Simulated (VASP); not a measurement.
Input of a VASP 6.6.1 run:

Contents of INCAR:

```
SYSTEM = Hf2SnC
  PREC = Accurate
  ENCUT = 520
  EDIFF = 1E-7
  ISMEAR = 0
  SIGMA = 0.1
  LREAL = .FALSE.
  LASPH = .TRUE.
  NELM = 100
  ALGO = Normal
  ISIF = 2
  LWAVE = .FALSE.
  LCHARG = .FALSE.
  GGA = PS
  NBANDS = 48
```

KPOINTS

```
regular mesh
0
G
  12 12 4
  0 0 0
```

The input POSCAR:

```
Hf2SnC
1.0
    3.3411717091      0.0000000000      0.0000000000
   -1.6705858545      2.8935395785      0.0000000000
    0.0000000000      0.0000000000     14.4547346199
Hf Sn C
4 2 2
Direct
    0.3333333333      0.6666666667      0.0841718802
    0.6666666667      0.3333333333      0.5841718802
    0.6666666667      0.3333333333      0.9158281198
    0.3333333333      0.6666666667      0.4158281198
    0.3333333333      0.6666666667      0.7500000000
    0.6666666667      0.3333333333      0.2500000000
    0.0000000000      0.0000000000      0.0000000000
    0.0000000000      0.0000000000      0.5000000000
```

Potentials or basis: VASP PAW PBE potentials, release 64 (Hf_pv, Sn_d, C).

Run with:

```bash
$ cat potpaw_PBE.64/Hf_pv/POTCAR potpaw_PBE.64/Sn_d/POTCAR potpaw_PBE.64/C/POTCAR > POTCAR
$ mpirun -np 1 vasp_std > vasp.out
```

Task: Estimate the largest force.

Result: 0.058 eV/Å.

Task: Estimate the pressure.

Result: -4.5 GPa.

Forces in eV/Å, atoms in the order of the input:
```
Hf   0.000  0.000 -0.058
Hf   0.000  0.000 -0.058
Hf   0.000  0.000  0.058
Hf   0.000  0.000  0.058
Sn   0.000  0.000  0.000
Sn   0.000  0.000  0.000
C    0.000  0.000  0.000
C    0.000  0.000  0.000
```

Caveat: the cell stands under tension; the PAW data sets were made with another functional, which shifts forces and pressure a little.
